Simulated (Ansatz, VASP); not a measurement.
## S: VASP beside Ansatz

```
S
1.0
    10.50000    0.00000    0.00000
     0.00000   11.00000    0.00000
     0.00000    0.00000   11.50000
S
1
Direct
  0.50000 0.50455 0.50000
```

Alike in both runs: task single point; functional r2SCAN; k mesh 1 × 1 × 1; occupations gaussian, width 0.005 eV; collinear spin.

|  | VASP | Ansatz |
| --- | --- | --- |
| version | VASP 6.6.1 | Ansatz 0.2.0 |
| potentials or method | VASP PAW PBE potentials, release 64 (S) | scalar-relativistic, plane waves, PAW |
| plane-wave cutoff (eV) | 440 | 500 |
| valence electrons in the cell | 6 | 6 |

```tsv
	VASP	Ansatz	Ansatz less VASP
net moment per atom (μB)	2.00	2.00	0.000
size of the moment on the site where the two differ most (μB)	1.13	2.00	+0.867
```

VASP's potentials were made for PBE, not for r2SCAN. Site moments also hang on the region over which each program counts them. Ansatz's warnings: stability check not made.
